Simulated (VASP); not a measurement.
# HfN (Fm-3m) in VASP: single point with PBE

Aim: the single point of HfN with PBE.

All numbers are computed with VASP 6.6.1; they aren't measurements. Logs are shortened: lines on timing, memory, paths and dates and some standing lists are left out, and cuts for length are marked.

### 1 The cell of the first run

It takes space group Fm-3m (No. 225, cubic). Conventional cell: a = 4.547 Å, b = 4.547 Å, c = 4.547 Å, α = 90.00°, β = 90.00°, γ = 90.00°. Within 3.0 Å of Hf (site symmetry m-3m) lie 6 N at 2.27 Å. N (site symmetry m-3m) has 6 Hf at 2.27 Å within 3.0 Å.

### 2 Single point, PBE

INCAR reads:

```
SYSTEM = HfN
PREC     = Accurate       ! precision mode
ENCUT    = 600            ! plane-wave cutoff, eV
EDIFF    = 1E-6           ! SCF threshold, eV
ISMEAR   = 1              ! smearing method
SIGMA    = 0.15           ! smearing width, eV
LREAL    = .False.        ! projectors in reciprocal space
LASPH    = .True.         ! aspherical terms in the spheres
NELM     = 120            ! most SCF steps
ALGO     = Normal         ! electronic algorithm
ISIF     = 2              ! what is computed and relaxed
LWAVE    = .False.        ! write WAVECAR
LCHARG   = .False.        ! write CHGCAR
GGA      = PE             ! functional
NBANDS   = 14             ! bands
GGA_COMPAT= .False.
```

KPOINTS reads:

```
regular mesh
0
Gamma
  12 12 12
  0 0 0
```

POSCAR reads:

```
HfN
1.0
    0.0000143132      2.2736971938      2.2736975914
    2.2737007230      0.0000107052      2.2737011994
    2.2737099950      2.2737100738      0.0000014332
Hf N
1 1
Direct
    0.0000002127     -0.0000001628     -0.0000000485
    0.4999997873      0.5000001628      0.5000000485
```

Potentials or basis: VASP PAW PBE potentials, release 64 (Hf_pv, N).

The run is started by

```sh
> cat potpaw_PBE.64/Hf_pv/POTCAR potpaw_PBE.64/N/POTCAR > POTCAR
> mpirun -np 1 vasp_std > vasp.out
```

OUTCAR:

```text
SYSTEM = HfN
   PREC = Accurate
   ENCUT = 600
   EDIFF = 1E-6
   ISMEAR = 1
   LREAL = .False.
   LASPH = .True.
   NELM = 120
   ISIF = 2
   GGA = PE

 ion  position               nearest neighbor table
   1  0.000  1.000  1.000-   2 2.27   2 2.27   2 2.27   2 2.27   2 2.27   2 2.27
   2  0.500  0.500  0.500-   1 2.27   1 2.27   1 2.27   1 2.27   1 2.27   1 2.27

  LATTYP: Found a face centered cubic cell.
 ALAT       =     4.5474019224

  Lattice vectors:

 A1 = (   0.0000143132,   2.2736971938,   2.2736975914)
 A2 = (   2.2737007230,   0.0000107052,   2.2737011994)
 A3 = (   2.2737099950,   2.2737100738,   0.0000014332)

Analysis of symmetry for initial positions (statically):
=====================================================================
 Subroutine PRICEL returns:
 Original cell was already a primitive cell.

 Routine SETGRP: Setting up the symmetry group for a
 face centered cubic supercell.

 Subroutine GETGRP returns: Found 48 space group operations
 (whereof 48 operations were pure point group operations)
 out of a pool of 48 trial point group operations.

The static configuration has the point symmetry O_h .

Analysis of symmetry for dynamics (positions and initial velocities):
=====================================================================
 Subroutine PRICEL returns:
 Original cell was already a primitive cell.

 Routine SETGRP: Setting up the symmetry group for a
 face centered cubic supercell.

 Subroutine GETGRP returns: Found 48 space group operations
 (whereof 48 operations were pure point group operations)
 out of a pool of 48 trial point group operations.

The dynamic configuration has the point symmetry O_h .

 Subroutine INISYM returns: Found 48 space group operations
 (whereof 48 operations are pure point group operations),
 and found     1 'primitive' translations

----------------------------------------------------------------------------------------

                                     Primitive cell

  volume of cell :      23.5087

  direct lattice vectors                    reciprocal lattice vectors
     0.000014313  2.273697194  2.273697591    -0.219907438  0.219907292  0.219906357
     2.273700723  0.000010705  2.273701199     0.219906951 -0.219907082  0.219905659
     2.273709995  2.273710074  0.000001433     0.219905157  0.219904801 -0.219906147

  length of vectors
     3.215493689  3.215498736  3.215511568     0.380890148  0.380889342  0.380887271

  position of ions in fractional coordinates (direct lattice)
     0.000000213  0.999999837  0.999999952
     0.499999787  0.500000163  0.500000048

  ion indices of the primitive-cell ions
   primitive index   ion index
                 1           1
                 2           2

----------------------------------------------------------------------------------------

 KPOINTS: regular mesh

Automatic generation of k-mesh.
 Grid dimensions read from file:
 generate k-points for:   12   12   12

 Generating k-lattice:

  Cartesian coordinates                     Fractional coordinates (reciprocal lattice)
    -0.018325620  0.018325608  0.018325530     0.083333333 -0.000000000 -0.000000000
     0.018325579 -0.018325590  0.018325472     0.000000000  0.083333333 -0.000000000
     0.018325430  0.018325400 -0.018325512     0.000000000  0.000000000  0.083333333

  Length of vectors
     0.031740846  0.031740778  0.031740606

  Shift w.r.t. Gamma in fractional coordinates (k-lattice)
     0.000000000  0.000000000  0.000000000

 Subroutine IBZKPT returns following result:
 ===========================================

 Found     72 irreducible k-points:

 Following reciprocal coordinates:
            Coordinates               Weight
  0.000000  0.000000  0.000000      1.000000
  0.083333  0.000000  0.000000      8.000000
  0.166667  0.000000  0.000000      8.000000
  0.250000 -0.000000 -0.000000      8.000000
  0.333333 -0.000000 -0.000000      8.000000
  0.416667 -0.000000 -0.000000      8.000000
[... 16 lines left out ...]
  0.500000  0.166667 -0.000000     24.000000
 -0.416667  0.166667  0.000000     24.000000
 [... further k-points ...]
   k-points           NKPTS =     72   k-points in BZ     NKDIM =     72   number of bands    NBANDS=     14
   number of dos      NEDOS =    301   number of ions     NIONS =      2
   total plane-waves  NPLWV =  21952
   dimension x,y,z NGX =    28 NGY =   28 NGZ =   28
   dimension x,y,z NGXF=    56 NGYF=   56 NGZF=   56
   ions per type =               1   1
   NGX,Y,Z   is equivalent  to a cutoff of  14.48, 14.48, 14.48 a.u.
   NGXF,Y,Z  is equivalent  to a cutoff of  28.95, 28.95, 28.95 a.u.
 SYSTEM =  HfN
   PREC   = accura    normal or accurate (medium, high low for compatibility)
   ISTART =      0    job   : 0-new  1-cont  2-samecut
   ICHARG =      2    charge: 1-file 2-atom 10-const
   ISPIN  =      1    spin polarized calculation?
   LNONCOLLINEAR =      F non collinear calculations
   LSORBIT =      F    spin-orbit coupling
   LASPH  =      T    aspherical Exc in radial PAW
   ENCUT  =  600.0 eV  44.10 Ry    6.64 a.u.   6.42  6.42  6.42*2*pi/ulx,y,z
   NELM   =    120;   NELMIN=  2; NELMDL= -5     # of ELM steps
   EDIFF  = 0.1E-05   stopping-criterion for ELM
   LREAL  =      F    real-space projection
   EDIFFG = 0.1E-04   stopping-criterion for IOM
   NSW    =      0    number of steps for IOM
   IBRION =     -1    ionic relax: 0-MD 1-quasi-New 2-CG
   NFREE  =      0    steps in history (QN), initial steepest desc. (CG)
   ISIF   =      2    stress and relaxation
   ISYM   =      2    0-nonsym 1-usesym 2-fastsym
   POTIM  = 0.5000    time-step for ionic-motion
   TEBEG  =    0.0;   TEEND  =   0.0 temperature during run
   PSTRESS=    0.0 pullay stress
   NELECT =      15.0000    total number of electrons
   NUPDOWN=      -1.0000    fix difference up-down
   EMIN   =  10.00;   EMAX   =-10.00  energy-range for DOS
   EFERMI =   0.00;   METHOD = LEGACY
   ISMEAR =     1;   SIGMA  =   0.15  broadening in eV -4-tet -1-fermi 0-gaus
   EFERMI_NEDOS =   21; number of points for ismear=-14 and -15
   IALGO  =     38    algorithm
   IMIX   =      4    mixing-type and parameters
     AMIX     =   0.40;   BMIX     =  1.00
     AMIX_MAG =   1.60;   BMIX_MAG =  1.00
  volume/ion in A,a.u.               =      11.75        79.32
  Fermi-wavevector in a.u.,A,eV,Ry     =   1.409383  2.663348 27.026079  1.986361
  Thomas-Fermi vector in A             =   2.531445
   LORBIT       =      0    0 simple, 1 ext, 2 COOP (PROOUT), +10 PAW based schemes
   GGA     = PE    functional components
   LHFCALC =     F    Hartree Fock is set to
   AEXX    =    0.0000 exact exchange contribution
   IVDW    =     0    specifies the selected vdW correction
   LEPSILON=     F    determine dielectric tensor
   LRPA    =     F    only Hartree local field effects (RPA)
 non-spin polarized calculation
 Methfessel and Paxton  Order N= 1 SIGMA  =   0.15
  energy-cutoff  :      600.00
  volume of cell :       23.51
 maximum number of plane-waves:       817
 NGX is ok and might be reduce to    28
   NGX = 13   NGY = 13   NGZ = 13

 number of electron      14.9999997 magnetization

 Free energy of the ion-electron system (eV)
  ---------------------------------------------------
  ext. energy  EPLUGINS =         0.00000000
  ---------------------------------------------------
  free energy    TOTEN  =       -21.76573339 eV

  energy without entropy =      -21.76730251  energy(sigma->0) =      -21.76625643

 E-fermi :   8.2385     XC(G=0): -12.6306

 val. band max:        8.1793379813   @ k =  -0.0833   0.0833  -0.0000
 cond. band min:       8.3035355225   @ k =  -0.1667   0.2500   0.0833
 fundamental gap:      0.1241975412
 Fermi energy:         8.2385408494

 k-point     1 :       0.0000    0.0000    0.0000
  band No.  band energies     occupation
      1     -23.0129      2.00000
      2     -23.0128      2.00000
      3     -23.0128      2.00000
      4      -9.1881      2.00000
      5       5.2010      2.00000
      6       5.2010      2.00000
      7       5.2011      2.00000
      8       7.8775      2.00348
      9       7.8776      2.00348
     10       7.8776      2.00349
     11       9.8225     -0.00000
     12      10.1355     -0.00000
     13      10.1355     -0.00000
     14      17.7310      0.00000

 k-point     2 :       0.0833    0.0000    0.0000
  band No.  band energies     occupation
      1     -23.0781      2.00000
      2     -23.0184      2.00000
      3     -23.0184      2.00000
      4      -9.0356      2.00000
      5       4.5306      2.00000
      6       4.8175      2.00000
      7       4.8176      2.00000
      8       8.0428      2.06914
      9       8.1038      2.02215
     10       8.1039      2.02200
     11      10.3307     -0.00000
     12      10.6457     -0.00000
     13      10.6457     -0.00000
     14      18.2571      0.00000

 k-point     3 :       0.1667    0.0000    0.0000
  band No.  band energies     occupation
      1     -23.2516      2.00000
      2     -23.0335      2.00000
      3     -23.0334      2.00000
      4      -8.6107      2.00000
      5       3.2040      2.00000
      6       4.0345      2.00000
      7       4.0345      2.00000
      8       8.3099      0.28701
      9       8.6807     -0.00025
     10       8.6808     -0.00025
     11      11.4791      0.00000
     12      11.8773      0.00000
     13      11.8773      0.00000
     14      19.6182      0.00000
[... 324 lines left out ...]
 k-point    23 :       0.5000    0.1667   -0.0000
  band No.  band energies     occupation
      1     -23.7988      2.00000
      2     -23.2214      2.00000
      3     -23.1466      2.00000
      4      -6.9995      2.00000
      5       0.2916      2.00000
      6       2.3509      2.00000
      7       2.6203      2.00000
      8       9.0466     -0.00000
      9      11.7408      0.00000
     10      12.1706      0.00000
     11      14.1662      0.00000
     12      15.5159      0.00000
     13      16.9411      0.00000
     14      18.7005      0.00000

 k-point    24 :      -0.4167    0.1667    0.0000
  band No.  band energies     occupation
      1     -23.8085      2.00000
      2     -23.2508      2.00000
      3     -23.1258      2.00000
      4      -6.8997      2.00000
      5       0.1265      2.00000
      6       2.3720      2.00000
      7       2.4322      2.00000
      8      10.2516     -0.00000
      9      10.9430     -0.00000
     10      11.6182      0.00000
     11      14.2411      0.00000
     12      16.5768      0.00000
     13      16.6172      0.00000
     14      18.9435      0.00000

 [... further k-points ...]

------------------------ aborting loop because EDIFF is reached ----------------------------------------

  FORCE on cell =-STRESS in cart. coord.  units (eV):
  Direction    XX          YY          ZZ          XY          YZ          ZX
  --------------------------------------------------------------------------------------
  -------------------------------------------------------------------------------------
  Total       -0.3643484     -0.3643484     -0.3643485     -0.0000038      0.0000003     -0.0000008
  in kB      -24.8312645    -24.8312662    -24.8312749     -0.0002576      0.0000238     -0.0000551
  external PRESSURE =     -24.8312686 kB  Pullay stress =       0.0000000 kB

 VOLUME and BASIS-vectors are now :
 -----------------------------------------------------------------------------
  energy-cutoff  :      600.00
  volume of cell :       23.51
      direct lattice vectors                 reciprocal lattice vectors
     0.000014313  2.273697194  2.273697591    -0.219907438  0.219907292  0.219906357
     2.273700723  0.000010705  2.273701199     0.219906951 -0.219907082  0.219905659
     2.273709995  2.273710074  0.000001433     0.219905157  0.219904801 -0.219906147

 POSITION                                       TOTAL-FORCE (eV/Angst)
 -----------------------------------------------------------------------------------
      4.54741      2.27372      2.27370         0.000000     -0.000000      0.000000
      2.27371      2.27371      2.27370        -0.000000      0.000000     -0.000000
 -----------------------------------------------------------------------------------
    total drift:                               -0.000210      0.000163      0.000049

  FREE ENERGIE OF THE ION-ELECTRON SYSTEM (eV)
  ---------------------------------------------------
  free  energy   TOTEN  =       -21.7657333857 eV

  energy  without entropy=      -21.7673025078  energy(sigma->0) =      -21.76625643
```

Run time: 25 s. Hardware: 1 thread of Intel Xeon Platinum 8559C (Emerald Rapids), shared host; peak memory 0.17 GiB.

What came out:

```
Free energy : -21.7657 eV
Pressure    : -2.5 GPa
```

Caveat: spin-orbit coupling is left out, which moves the levels of the heavy elements.
